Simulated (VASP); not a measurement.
# Cd7Se8 (a cell with a defect) in VASP: single point with PBE

Aim: the single point of Cd7Se8 (a cell with a defect) with PBE.

Program: VASP 6.6.1. These are calculated values, not measurements. Logs are shortened: lines on timing, memory, paths and dates and some standing lists are left out, and cuts for length are marked.

### 1 The cell of the first run

The cell holds a defect, 15 atoms: a = 8.389 Å, b = 8.389 Å, c = 8.768 Å, α = 105.15°, β = 105.15°, γ = 116.99°.

### 2 Single point, PBE

File INCAR:

```
  PREC = Accurate
  ENCUT = 520
  EDIFF = 1E-6
  ISMEAR = 0
  SIGMA = 0.05
  LREAL = Auto
  LASPH = T
  NELM = 100
  ALGO = Normal
  ISIF = 2
  LWAVE = F
  LCHARG = T
  GGA = PE
  LVHAR = T
  NELECT = 134.0
  NBANDS = 79
  KPAR = 4
```

File KPOINTS:

```
regular mesh
0
Gamma
  4 4 4
```

File POSCAR:

```
Cd7Se8
1.0
    2.1918967987     -3.7964766202      7.1529442853
    2.1918967987     -3.7964766202     -7.1529442853
    4.3837935972      7.5929532404      0.0000000000
Cd Se
7 8
Direct
    0.6665030497      0.6645835384      0.3207410398
    0.1714264524      0.1788943314      0.8367237831
    0.6618585545      0.6686328299      0.8440883851
    0.3724795335      0.1068298149      0.2500001976
    0.0957620669      0.5938427930      0.1792595590
    0.5677687408      0.0745447815      0.6559112089
    0.0847032530      0.5921704927      0.6632760591
    0.8459010122      0.4658111294      0.3267769983
    0.3583939549      0.9844150904      0.3277441886
    0.8545542224      0.4772998623      0.8347694585
    0.3597846195      0.9864179361      0.8432871817
    0.7806494688      0.9066703696      0.1722551572
    0.2691240707      0.3890344164      0.1732231684
    0.7697840102      0.8925306741      0.6652305338
    0.2664982068      0.3931307237      0.6567130809
```

Potentials or basis: VASP PAW PBE potentials, release 64 (Cd, Se).

Launch:

```sh
$ cat potpaw_PBE.64/Cd/POTCAR potpaw_PBE.64/Se/POTCAR > POTCAR
$ mpirun -np 4 vasp_std > vasp.out
```

OUTCAR:

```text
PREC = Accurate
   ENCUT = 520
   EDIFF = 1E-6
   ISMEAR = 0
   LREAL = Auto
   LASPH = T
   NELM = 100
   ISIF = 2
   GGA = PE
   NELECT = 134.0

 ion  position               nearest neighbor table
   1  0.667  0.665  0.321-  12 2.65  13 2.71   8 2.71  14 2.76
   2  0.171  0.179  0.837-  13 2.68  15 2.68  11 2.72  14 2.74
   3  0.662  0.669  0.844-  12 2.64  15 2.69  14 2.75  10 2.75
   4  0.372  0.107  0.250-   9 1.35  13 3.03   5 3.62   6 3.64
   5  0.096  0.594  0.179-   9 2.65   8 2.71  13 2.71  10 2.76   4 3.62
   6  0.568  0.075  0.656-   9 2.64  11 2.69  10 2.75  14 2.75   4 3.64
   7  0.085  0.592  0.663-   8 2.68  11 2.68  15 2.72  10 2.74
   8  0.846  0.466  0.327-   7 2.68   5 2.71   1 2.71
   9  0.358  0.984  0.328-   4 1.35   6 2.64   5 2.65
  10  0.855  0.477  0.835-   7 2.74   6 2.75   3 2.75   5 2.76
  11  0.360  0.986  0.843-   7 2.68   6 2.69   2 2.72
  12  0.781  0.907  0.172-   3 2.64   1 2.65
  13  0.269  0.389  0.173-   2 2.68   1 2.71   5 2.71   4 3.03
  14  0.770  0.893  0.665-   2 2.74   3 2.75   6 2.75   1 2.76
  15  0.266  0.393  0.657-   2 2.68   3 2.69   7 2.72

 -----------------------------------------------------------------------------
|                                                                             |
|           W    W    AA    RRRRR   N    N  II  N    N   GGGG   !!!           |
|           W    W   A  A   R    R  NN   N  II  NN   N  G    G  !!!           |
|           W    W  A    A  R    R  N N  N  II  N N  N  G       !!!           |
|           W WW W  AAAAAA  RRRRR   N  N N  II  N  N N  G  GGG   !            |
|           WW  WW  A    A  R   R   N   NN  II  N   NN  G    G                |
|           W    W  A    A  R    R  N    N  II  N    N   GGGG   !!!           |
|                                                                             |
|     The distance between some ions is very small. Please check the          |
|     nearest-neighbor list in the OUTCAR file.                               |
|     I HOPE YOU KNOW WHAT YOU ARE DOING!                                     |
|                                                                             |
 -----------------------------------------------------------------------------

  LATTYP: Found a face centered orthorhombic cell.
 ALAT       =     8.7675871946
 B/A-ratio  =     1.6316790758
 C/A-ratio  =     1.7320508076

  Lattice vectors:

 A1 = (   6.5756903959,   3.7964766202,  -7.1529442853)
 A2 = (   8.7675871946,   0.0000000000,   0.0000000000)
 A3 = (   2.1918967987,  -3.7964766202,  -7.1529442853)

Analysis of symmetry for initial positions (statically):
=====================================================================
[... 173 lines left out ...]
  Thomas-Fermi vector in A             =   2.208578
   LORBIT       =      0    0 simple, 1 ext, 2 COOP (PROOUT), +10 PAW based schemes
   GGA     = PE    functional components
   LHFCALC =     F    Hartree Fock is set to
   AEXX    =    0.0000 exact exchange contribution
   IVDW    =     0    specifies the selected vdW correction
   LEPSILON=     F    determine dielectric tensor
   LRPA    =     F    only Hartree local field effects (RPA)
 non-spin polarized calculation
 Gauss-broadening in eV      SIGMA  =   0.05
  energy-cutoff  :      520.00
  volume of cell :      476.18
 maximum number of plane-waves:     12899
 NGX is ok and might be reduce to    64
   NGX = 31   NGY = 31   NGZ = 33

 number of electron     134.0000003 magnetization

 Free energy of the ion-electron system (eV)
  ---------------------------------------------------
  ext. energy  EPLUGINS =         0.00000000
  ---------------------------------------------------
  free energy    TOTEN  =        -1.08089099 eV

  energy without entropy =       -1.07954601  energy(sigma->0) =       -1.08021850

 E-fermi :   1.0041     XC(G=0):  -8.4281

 val. band max:        0.9526437953   @ k =  -0.2500   0.2500   0.0000
 cond. band min:       1.0130730126   @ k =   0.0000   0.0000   0.0000
 fundamental gap:      0.0604292174
 Fermi energy:         1.0040733053

 k-point     1 :       0.0000    0.0000    0.0000
  band No.  band energies     occupation
      1     -19.0845      2.00000
      2     -16.0883      2.00000
      3     -15.9302      2.00000
      4     -12.1412      2.00000
      5     -11.9915      2.00000
      6     -11.9600      2.00000
[... 1957 lines left out ...]
     78       5.3310      0.00000
     79       5.4861      0.00000

 [... further k-points ...]

------------------------ aborting loop because EDIFF is reached ----------------------------------------

  FORCE on cell =-STRESS in cart. coord.  units (eV):
  Direction    XX          YY          ZZ          XY          YZ          ZX
  --------------------------------------------------------------------------------------
  -------------------------------------------------------------------------------------
  Total       11.4838627    125.1538087     64.3132746      4.2637211     83.0266107      2.7906257
  in kB       38.6387361    421.0939401    216.3891814     14.3457649    279.3522865      9.3893712
  external PRESSURE =     225.3739525 kB  Pullay stress =       0.0000000 kB

 VOLUME and BASIS-vectors are now :
 -----------------------------------------------------------------------------
  energy-cutoff  :      520.00
  volume of cell :      476.18
      direct lattice vectors                 reciprocal lattice vectors
     2.191896799 -3.796476620  7.152944285     0.114056465 -0.065850531  0.069901285
     2.191896799 -3.796476620 -7.152944285     0.114056465 -0.065850531 -0.069901285
     4.383793597  7.592953240  0.000000000     0.114056465  0.065850531  0.000000000

 POSITION                                       TOTAL-FORCE (eV/Angst)
 -----------------------------------------------------------------------------------
      4.32367     -2.61807      0.01373         0.124227     -0.686226     -0.112490
      4.43589      5.02322     -0.05342        -0.134641     -0.431277     -0.091421
      6.61661      1.35794     -0.04846         0.254903      0.468250     -0.409845
      2.14655      0.07855      1.90018        -3.938004   -105.530969    -73.966066
      2.29738     -1.25696     -3.56274        -0.863213      0.734882      0.119753
      4.28326      2.54177      3.52800         0.879911      0.621419      0.511378
      4.39130      2.46649     -3.62988        -0.021698     -0.043105      0.304602
      4.30766     -2.49868      2.71876         0.031244      0.013270      0.000077
      4.38006     -2.60940     -4.47789         3.928613    104.640324     73.260202
      6.57874      1.28201      2.69848        -0.018781     -0.029047      0.139923
      6.64753      1.29221     -4.48227         0.029159      0.023490     -0.204590
      4.45356     -5.09794     -0.90142        -0.145813      0.072436      0.248852
      2.20199     -1.18341     -0.85771         0.033060      0.156386      0.411891
      6.55986     -1.25987     -0.87800        -0.101595     -0.014026     -0.214257
      4.32473      2.48213     -0.90580        -0.057371      0.004192      0.001990
 -----------------------------------------------------------------------------------
    total drift:                               -0.012268      0.004208      0.026455

  FREE ENERGIE OF THE ION-ELECTRON SYSTEM (eV)
  ---------------------------------------------------
  free  energy   TOTEN  =        -1.0808909886 eV

  energy  without entropy=       -1.0795460093  energy(sigma->0) =       -1.08021850
```

OSZICAR:

```text
N       E                     dE             d eps       ncg     rms          rms(c)
DAV:   1     0.990473995415E+03    0.99047E+03   -0.62263E+04  5712   0.150E+03
DAV:   2     0.626680199295E+02   -0.92781E+03   -0.90636E+03  6395   0.360E+02
DAV:   3    -0.576798432211E+01   -0.68436E+02   -0.68001E+02  6416   0.926E+01
DAV:   4    -0.692473777928E+01   -0.11568E+01   -0.11527E+01  6369   0.114E+01
DAV:   5    -0.694158676306E+01   -0.16849E-01   -0.16842E-01  6409   0.124E+00    0.506E+01
DAV:   6    -0.176696975098E+01    0.51746E+01   -0.99051E+00  6593   0.146E+01    0.320E+01
DAV:   7    -0.121482677856E+01    0.55214E+00   -0.61832E+00  6344   0.951E+00    0.410E+00
DAV:   8    -0.107840583634E+01    0.13642E+00   -0.15648E+00  6164   0.597E+00    0.214E+00
DAV:   9    -0.108116345874E+01   -0.27576E-02   -0.10971E-01  6313   0.141E+00    0.771E-01
DAV:  10    -0.108028040181E+01    0.88306E-03   -0.11832E-02  6464   0.387E-01    0.556E-01
DAV:  11    -0.108063810685E+01   -0.35771E-03   -0.15274E-03  6368   0.160E-01    0.195E-01
DAV:  12    -0.108082936355E+01   -0.19126E-03   -0.80502E-04  6400   0.120E-01    0.796E-02
DAV:  13    -0.108086864080E+01   -0.39277E-04   -0.23299E-04  6472   0.509E-02    0.360E-02
DAV:  14    -0.108088573384E+01   -0.17093E-04   -0.32866E-05  5851   0.193E-02    0.202E-02
DAV:  15    -0.108089022829E+01   -0.44944E-05   -0.83060E-06  5576   0.951E-03    0.539E-03
DAV:  16    -0.108089098863E+01   -0.76034E-06   -0.14420E-06  4164   0.466E-03
   1 F= -.10808910E+01 E0= -.10802185E+01  d E =-.134498E-02
```

Run time: 19 min. Hardware: 4 MPI ranks of Oxide Virtual Turin-like, shared host; peak memory 1.2 GiB.

Results:

```yaml
Free_energy: -1.0809 eV
Largest_force: 128.931 eV/Å
```

Forces in eV/Å, atoms in the order of the input:
```
Cd     0.124   -0.686   -0.112
Cd    -0.135   -0.431   -0.091
Cd     0.255    0.468   -0.410
Cd    -3.938 -105.531  -73.966
Cd    -0.863    0.735    0.120
Cd     0.880    0.621    0.511
Cd    -0.022   -0.043    0.305
Se     0.031    0.013    0.000
Se     3.929  104.640   73.260
Se    -0.019   -0.029    0.140
Se     0.029    0.023   -0.205
Se    -0.146    0.072    0.249
Se     0.033    0.156    0.412
Se    -0.102   -0.014   -0.214
Se    -0.057    0.004    0.002
```

Caveat: the cell carries a net charge on a neutralising background, which shifts energy and pressure; the cell is charged against a uniform background, so pressure and absolute levels hang on convention; atoms lie so close that the PAW spheres overlap strongly, which falsifies energies and pressures.
